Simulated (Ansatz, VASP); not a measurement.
**Two plane-wave programs on Hf**

```
Hf
1.0
     0.00000    2.23965    2.23965
     2.23965    0.00000    2.23965
     2.23965    2.23965    0.00000
Hf
1
Direct
  0.00000 0.00000 0.00000
```

Alike in both runs: functional r2SCAN; k mesh 16 × 16 × 16; occupations gaussian, width 0.1 eV; no spin polarisation.

Ansatz relaxed the structure, and its values are those at the end. VASP's run is a single point on that final structure, the one shown.

|  | VASP | Ansatz |
| --- | --- | --- |
| version | VASP 6.6.1 | Ansatz 0.2.0 |
| potentials or method | VASP PAW PBE potentials, release 64 (Hf_pv), cutoff 550 eV | scalar-relativistic, plane waves, PAW |
| valence electrons in the cell | 10 | 26 |

```tsv
	VASP	Ansatz	Ansatz less VASP
gap on the k mesh at the Fermi level (eV)	none	none	-
pressure (GPa)	-0.5	0.0	+0.52
```

VASP's potentials were made for PBE, not for r2SCAN. A gap of «none» marks a metal or a gap that the smearing closes. The functional is the same, so the differences come from potentials, cutoffs and numerics. VASP's potentials hold 10 valence electrons a cell and Ansatz's 26, so a difference there can come from the potentials and not from the codes.

Neither program's run includes spin-orbit coupling.
